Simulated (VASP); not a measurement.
A run of VASP 6.6.1 is set up as follows.

INCAR

```
  PREC = Accurate
  ENCUT = 520
  EDIFF = 1E-7
  ISMEAR = 0
  SIGMA = 0.1
  LREAL = F
  LASPH = T
  NELM = 100
  ALGO = Normal
  ISIF = 2
  LWAVE = F
  LCHARG = F
  GGA = PE
  NBANDS = 14
```

File KPOINTS:

```
regular mesh
0
Gamma
  6 6 6
```

File POSCAR:

```
Na
1.0
    2.2907392572      1.3225589268      4.2479013087
   -2.2907392572      1.3225589268      4.2479013087
    0.0000000000     -2.6451178536      4.2479013087
Na
2
Direct
    0.2275400000      0.2275400000      0.2275400000
    0.7724600000      0.7724600000      0.7724600000
```

Potentials or basis: VASP PAW PBE potentials, release 64 (Na_pv).

The run is started by

```bash
$ cat potpaw_PBE.64/Na_pv/POTCAR > POTCAR
$ mpirun -np 1 vasp_std > vasp.out
```

(1) Predict the band gap on the k mesh.

(2) What does it give for the largest force?

(3) What does it give for the pressure?

Results:

(1) zero (band 7 reaches 0.51 eV, above the bottom of band 8 at -0.68 eV).

(2) 0.494 eV/Å.

(3) 0.5 GPa.
